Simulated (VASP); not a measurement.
A run of VASP 6.6.1 is set up as follows.

Contents of POSCAR:

```
CdF2
1.0
    0.0000000000      2.6029715073      2.6029715073
    2.6029715073      0.0000000000      2.6029715073
    2.6029715073      2.6029715073      0.0000000000
Cd F
1 2
Direct
    0.0000000000      0.0000000000      0.0000000000
    0.2500000000      0.2500000000      0.2500000000
    0.7500000000      0.7500000000      0.7500000000
```

File INCAR.step1:

```
SYSTEM = CdF2
ALGO = Normal
EDIFF = 1E-4
ENCUT = 520
GGA = PE
ISMEAR = 0
LASPH = .True.
LCHARG = .False.
LREAL = .False.
LWAVE = .True.
NBANDS = 20
NELM = 60
PREC = Accurate
SIGMA = 0.02
```

The input INCAR.step2:

```
SYSTEM = CdF2
ALGO = Normal
EDIFF = 1E-7
ENCUT = 520
ISIF = 2
ISMEAR = 0
ISTART = 1
LASPH = .True.
LCHARG = .False.
LMIXTAU = .True.
LREAL = .False.
LWAVE = .False.
METAGGA = R2SCAN
NBANDS = 20
NELM = 60
PREC = Accurate
SIGMA = 0.02
```

KPOINTS

```
k-points
0
Gamma
  8 8 8
  0 0 0
```

Potentials or basis: VASP PAW PBE potentials, release 64 (Cd, F).

Command:

```bash
$ cat potpaw_PBE.64/Cd/POTCAR potpaw_PBE.64/F/POTCAR > POTCAR
$ cp INCAR.step1 INCAR
$ mpirun -np 1 vasp_std > vasp.out
$ cp INCAR.step2 INCAR
$ mpirun -np 1 vasp_std > vasp.out
```

(1) Predict the pressure.

(2) Predict the band gap on the k mesh.

Results:

(1) 16.8 GPa.

(2) 4.12 eV (least direct gap 4.47 eV).

Caveat: the cell stands under pressure; the PAW data sets were made with another functional, which shifts forces and pressure a little.
